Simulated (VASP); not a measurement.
# K2GaCl6 (P1) in VASP: single point with r2SCAN

Aim: the single point of K2GaCl6 with r2SCAN.

Everything below comes from runs of VASP 6.6.1. Logs are shortened: lines on timing, memory, paths and dates and some standing lists are left out, and cuts for length are marked.

## 1. The cell of the first run

The typed cell holds 9 atoms: a = 7.218 Å, b = 7.027 Å, c = 7.030 Å, α = 62.46°, β = 58.94°, γ = 58.37°.

## 2. Single point, r2SCAN

The input, POSCAR:

```
K2GaCl6
1.0
    0.0345065900      5.0831468700      5.1245243600
    4.7758794200      0.0040561500      5.1549748000
    4.7990812700      5.1368001500     -0.0191466900
K Ga Cl
2 1 6
Direct
    0.2714390000      0.2345320000      0.2538880000
    0.7318810000      0.7599860000      0.7336400000
    0.9930470000      0.9871830000      0.9990110000
    0.7368500000      0.2510500000      0.2430980000
    0.2469360000      0.7434850000      0.2382420000
    0.2808210000      0.7336290000      0.7648150000
    0.7885200000      0.2199530000      0.7692500000
    0.2225410000      0.2511960000      0.7794630000
    0.7429340000      0.7578930000      0.2499780000
```

The input, INCAR.step1:

```
  PREC = Accurate
  ENCUT = 520
  ISMEAR = -5
  SIGMA = 0.1143
  LREAL = F
  LASPH = T
  NELM = 100
  NBANDS = 46
  GGA = PE
  ALGO = Normal
  EDIFF = 1E-4
  LWAVE = T
  LCHARG = F
```

The input, INCAR.step2:

```
  PREC = Accurate
  ENCUT = 520
  EDIFF = 1E-6
  ISMEAR = 1
  SIGMA = 0.1143
  LREAL = F
  LASPH = T
  NELM = 100
  ALGO = Normal
  ISIF = 2
  LWAVE = F
  LCHARG = F
  METAGGA = R2SCAN
  LMIXTAU = T
  LORBIT = 10
  NBANDS = 46
  ISTART = 1
```

The input, KPOINTS:

```
Automatic mesh
0
Gamma
  3 3 3
  0.5 0 0
```

Potentials or basis: VASP PAW PBE potentials, release 64 (K_sv, Ga_d, Cl).

The run is started by

```sh
$ cat potpaw_PBE.64/K_sv/POTCAR potpaw_PBE.64/Ga_d/POTCAR potpaw_PBE.64/Cl/POTCAR > POTCAR
$ cp INCAR.step1 INCAR
$ mpirun -np 1 vasp_std > vasp.out
$ cp INCAR.step2 INCAR
$ mpirun -np 1 vasp_std > vasp.out
```

OUTCAR:

```text
PREC = Accurate
   ENCUT = 520
   EDIFF = 1E-6
   ISMEAR = 1
   LREAL = F
   LASPH = T
   NELM = 100
   ISIF = 2
   METAGGA = R2SCAN
   LORBIT = 10
   ISTART = 1

 ion  position               nearest neighbor table
   1  0.271  0.235  0.254-
   2  0.732  0.760  0.734-
   3  0.993  0.987  0.999-   7 2.22   6 2.35   4 2.42   9 2.47   5 2.52   8 2.55
   4  0.737  0.251  0.243-   3 2.42
   5  0.247  0.743  0.238-   3 2.52
   6  0.281  0.734  0.765-   3 2.35
   7  0.789  0.220  0.769-   3 2.22
   8  0.223  0.251  0.779-   3 2.55
   9  0.743  0.758  0.250-   3 2.47

  Warning from LATTYP: Got some problem with cell dimensions!
  Tried to take original basis but could not verify dimensions!
  LATTYP: Found a triclinic cell.
 ALAT       =     7.2881501417
 B/A-ratio  =     1.4130844289
 C/A-ratio  =     0.9645537395
 COS(alpha) =     0.0054932565
 COS(beta)  =     0.5187204683
 COS(gamma) =     0.7133156185

  Lattice vectors:

 A1 = (  -0.0232018500,  -5.1327440000,   5.1741214900)
 A2 = (   0.0113047400,  -0.0495971300,  10.2986458500)
 A3 = (  -4.7990812700,  -5.1368001500,   0.0191466900)

Analysis of symmetry for initial positions (statically):
=====================================================================
 Subroutine PRICEL returns:
 Original cell was already a primitive cell.

 Routine SETGRP: Setting up the symmetry group for a
 triclinic supercell.

 Subroutine GETGRP returns: Found  1 space group operations
 (whereof  1 operations were pure point group operations)
 out of a pool of  2 trial point group operations.

The static configuration has the point symmetry C_1 .

Analysis of symmetry for dynamics (positions and initial velocities):
=====================================================================
 Subroutine PRICEL returns:
 Original cell was already a primitive cell.

 Routine SETGRP: Setting up the symmetry group for a
 triclinic supercell.

 Subroutine GETGRP returns: Found  1 space group operations
 (whereof  1 operations were pure point group operations)
 out of a pool of  2 trial point group operations.

The dynamic configuration has the point symmetry C_1 .

 Subroutine INISYM returns: Found  1 space group operations
 (whereof  1 operations are pure point group operations),
 and found     1 'primitive' translations

----------------------------------------------------------------------------------------

                                     Primitive cell

  volume of cell :     250.9226

  direct lattice vectors                    reciprocal lattice vectors
     0.034506590  5.083146870  5.124524360    -0.105531146  0.098957137  0.097692552
     4.775879420  0.004056150  5.154974800     0.105295336 -0.098012958  0.096512543
     4.799081270  5.136800150 -0.019146690     0.104345741  0.096827574 -0.096748373

  length of vectors
     7.218055328  7.027290080  7.029812474     0.174565667  0.173229093  0.172115835

  position of ions in fractional coordinates (direct lattice)
     0.271439000  0.234532000  0.253888000
     0.731881000  0.759986000  0.733640000
     0.993047000  0.987183000  0.999011000
     0.736850000  0.251050000  0.243098000
     0.246936000  0.743485000  0.238242000
     0.280821000  0.733629000  0.764815000
     0.788520000  0.219953000  0.769250000
     0.222541000  0.251196000  0.779463000
     0.742934000  0.757893000  0.249978000

  ion indices of the primitive-cell ions
   primitive index   ion index
                 1           1
                 2           2
                 3           3
                 4           4
                 5           5
                 6           6
                 7           7
                 8           8
                 9           9

----------------------------------------------------------------------------------------

 KPOINTS: Automatic mesh

Automatic generation of k-mesh.
 Grid dimensions read from file:
 generate k-points for:    3    3    3

 Generating k-lattice:

  Cartesian coordinates                     Fractional coordinates (reciprocal lattice)
    -0.035177049  0.032985712  0.032564184     0.333333333  0.000000000  0.000000000
     0.035098445 -0.032670986  0.032170848     0.000000000  0.333333333  0.000000000
     0.034781914  0.032275858 -0.032249458     0.000000000 -0.000000000  0.333333333

  Length of vectors
     0.058188556  0.057743031  0.057371945

  Shift w.r.t. Gamma in fractional coordinates (k-lattice)
     0.500000000  0.000000000  0.000000000

 Subroutine IBZKPT returns following result:
 ===========================================

 Found     14 irreducible k-points:

 Following reciprocal coordinates:
            Coordinates               Weight
  0.166667 -0.000000 -0.000000      2.000000
  0.500000 -0.000000 -0.000000      1.000000
  0.166667  0.333333  0.000000      2.000000
  0.500000  0.333333 -0.000000      2.000000
 -0.166667  0.333333  0.000000      2.000000
  0.166667  0.000000  0.333333      2.000000
  0.500000  0.000000  0.333333      2.000000
 -0.166667  0.000000  0.333333      2.000000
  0.166667  0.333333  0.333333      2.000000
  0.500000  0.333333  0.333333      2.000000
 -0.166667  0.333333  0.333333      2.000000
  0.166667 -0.333333  0.333333      2.000000
  0.500000 -0.333333  0.333333      2.000000
 -0.166667 -0.333333  0.333333      2.000000
   k-points           NKPTS =     14   k-points in BZ     NKDIM =     14   number of bands    NBANDS=     46
   number of dos      NEDOS =    301   number of ions     NIONS =      9
   total plane-waves  NPLWV = 157464
   dimension x,y,z NGX =    54 NGY =   54 NGZ =   54
   dimension x,y,z NGXF=   108 NGYF=  108 NGZF=  108
   ions per type =               2   1   6
   NGX,Y,Z   is equivalent  to a cutoff of  12.44, 12.77, 12.77 a.u.
   NGXF,Y,Z  is equivalent  to a cutoff of  24.87, 25.55, 25.54 a.u.
 SYSTEM =  unknown system
   PREC   = accura    normal or accurate (medium, high low for compatibility)
   ISTART =      1    job   : 0-new  1-cont  2-samecut
   ICHARG =      0    charge: 1-file 2-atom 10-const
   ISPIN  =      1    spin polarized calculation?
   LNONCOLLINEAR =      F non collinear calculations
   LSORBIT =      F    spin-orbit coupling
   LASPH  =      T    aspherical Exc in radial PAW
   ENCUT  =  520.0 eV  38.22 Ry    6.18 a.u.  13.42 13.07 13.07*2*pi/ulx,y,z
   NELM   =    100;   NELMIN=  2; NELMDL=  0     # of ELM steps
   EDIFF  = 0.1E-05   stopping-criterion for ELM
   LREAL  =      F    real-space projection
   EDIFFG = 0.1E-04   stopping-criterion for IOM
   NSW    =      0    number of steps for IOM
   IBRION =     -1    ionic relax: 0-MD 1-quasi-New 2-CG
   NFREE  =      0    steps in history (QN), initial steepest desc. (CG)
   ISIF   =      2    stress and relaxation
   ISYM   =      2    0-nonsym 1-usesym 2-fastsym
   POTIM  = 0.5000    time-step for ionic-motion
   TEBEG  =    0.0;   TEEND  =   0.0 temperature during run
   PSTRESS=    0.0 pullay stress
   NELECT =      73.0000    total number of electrons
   NUPDOWN=      -1.0000    fix difference up-down
   EMIN   =  10.00;   EMAX   =-10.00  energy-range for DOS
   EFERMI =   0.00;   METHOD = LEGACY
   ISMEAR =     1;   SIGMA  =   0.11  broadening in eV -4-tet -1-fermi 0-gaus
   EFERMI_NEDOS =   21; number of points for ismear=-14 and -15
   IALGO  =     38    algorithm
   IMIX   =      4    mixing-type and parameters
     AMIX     =   0.40;   BMIX     =  1.00
     AMIX_MAG =   1.60;   BMIX_MAG =  1.00
  volume/ion in A,a.u.               =      27.88       188.15
  Fermi-wavevector in a.u.,A,eV,Ry     =   1.084765  2.049909 16.010194  1.176716
  Thomas-Fermi vector in A             =   2.220863
   LORBIT       =     10    0 simple, 1 ext, 2 COOP (PROOUT), +10 PAW based schemes
   METAGGA = R2SCAN    functional components
   LHFCALC =     F    Hartree Fock is set to
   AEXX    =    0.0000 exact exchange contribution
   IVDW    =     0    specifies the selected vdW correction
   LEPSILON=     F    determine dielectric tensor
   LRPA    =     F    only Hartree local field effects (RPA)
 non-spin polarized calculation
 Methfessel and Paxton  Order N= 1 SIGMA  =   0.11
  energy-cutoff  :      520.00
  volume of cell :      250.92
 maximum number of plane-waves:      6790
 NGX is ok and might be reduce to    54

 number of electron      72.9999999 magnetization

 Free energy of the ion-electron system (eV)
  ---------------------------------------------------
  ext. energy  EPLUGINS =         0.00000000
  ---------------------------------------------------
  free energy    TOTEN  =       -73.02868566 eV

  energy without entropy =      -73.03091996  energy(sigma->0) =      -73.02943043

 E-fermi :  -1.1457     XC(G=0):  -8.4976

 val. band max:       -1.1546417241   @ k =   0.1667   0.3333   0.3333
 cond. band min:      -1.0911280471   @ k =   0.1667  -0.0000  -0.0000
 fundamental gap:      0.0635136771
 Fermi energy:        -1.1457319097

 k-point     1 :       0.1667   -0.0000   -0.0000
  band No.  band energies     occupation
      1     -30.0402      2.00000
      2     -30.0317      2.00000
      3     -15.6917      2.00000
      4     -15.4855      2.00000
      5     -15.1411      2.00000
      6     -14.8706      2.00000
[... 38 lines left out ...]
     45       7.2964      0.00000
     46       7.8779      0.00000
[... 596 lines left out ...]
      6     -14.8719      2.00000
[... 38 lines left out ...]
     45       8.2186      0.00000
     46       8.4863      0.00000

------------------------ aborting loop because EDIFF is reached ----------------------------------------

  FORCE on cell =-STRESS in cart. coord.  units (eV):
  Direction    XX          YY          ZZ          XY          YZ          ZX
  --------------------------------------------------------------------------------------
  -------------------------------------------------------------------------------------
  Total       -2.9714800     -1.8373083     -4.3379635      0.3214532      0.5437603     -0.2392081
  in kB      -18.9733298    -11.7314796    -27.6985251      2.0525253      3.4719882     -1.5273783
  external PRESSURE =     -19.4677781 kB  Pullay stress =       0.0000000 kB

 VOLUME and BASIS-vectors are now :
 -----------------------------------------------------------------------------
  energy-cutoff  :      520.00
  volume of cell :      250.92
      direct lattice vectors                 reciprocal lattice vectors
     0.034506590  5.083146870  5.124524360    -0.105531146  0.098957137  0.097692552
     4.775879420  0.004056150  5.154974800     0.105295336 -0.098012958  0.096512543
     4.799081270  5.136800150 -0.019146690     0.104345741  0.096827574 -0.096748373

 POSITION                                       TOTAL-FORCE (eV/Angst)
 -----------------------------------------------------------------------------------
      2.34789      2.68489      2.59514         0.038193     -0.081602     -0.028505
      7.17565      7.49190      7.65420         0.013148      0.102286      0.039461
      9.54327     10.18353     10.15867         0.298508      0.963379      0.070758
      2.39106      4.99528      5.06551        -0.452093      0.335170     -0.085949
      4.70266      2.48203      5.09351         0.252963     -0.738470     -0.036926
      7.18382      5.35913      5.20627         0.410047     -0.213338     -0.174529
      4.76937      7.96054      5.15991        -0.225921     -0.639673     -0.163527
      4.94807      5.13617      2.42040        -0.155545      0.200842     -0.465968
      4.84491      5.06360      7.70932        -0.179300      0.071407      0.845185
 -----------------------------------------------------------------------------------
    total drift:                               -0.020816      0.005575     -0.002240

  FREE ENERGIE OF THE ION-ELECTRON SYSTEM (eV)
  ---------------------------------------------------
  free  energy   TOTEN  =       -73.0286856630 eV

  energy  without entropy=      -73.0309199560  energy(sigma->0) =      -73.02943043

 total charge

# of ion       s       p       d       tot
------------------------------------------
    1        1.952   5.670   0.011   7.634
    2        1.952   5.671   0.012   7.634
    3        0.666   0.586  10.103  11.354
    4        1.617   3.488   0.000   5.105
    5        1.614   3.496   0.000   5.109
    6        1.615   3.507   0.000   5.122
    7        1.612   3.556   0.000   5.167
    8        1.612   3.504   0.000   5.116
    9        1.610   3.519   0.000   5.129
--------------------------------------------------
tot         14.250  32.996  10.126  57.372
```

It used 1800 s of CPU time on 1 thread of AMD EPYC 7R13 Processor (Zen 3) (shared host).

Results:

```
Free energy                                           : -73.0287 eV
Pressure                                              : -1.9 GPa
Largest force                                         : 1.011 eV/Å
Valence electrons inside the program's atomic spheres : K 7.63; Ga 11.35; Cl 5.11, 5.12, 5.17, 5.13
```

Forces in eV/Å, atoms in the order of the input:
```
K    0.038 -0.082 -0.029
K    0.013  0.102  0.039
Ga   0.299  0.963  0.071
Cl  -0.452  0.335 -0.086
Cl   0.253 -0.738 -0.037
Cl   0.410 -0.213 -0.175
Cl  -0.226 -0.640 -0.164
Cl  -0.156  0.201 -0.466
Cl  -0.179  0.071  0.845
```

Caveat: the k points lie up to 0.37 Å⁻¹ apart; the PAW data sets were made with another functional, which shifts forces and pressure a little; an odd number of electrons without spin polarisation forces a metal; a magnetic or distorted state may lie lower.
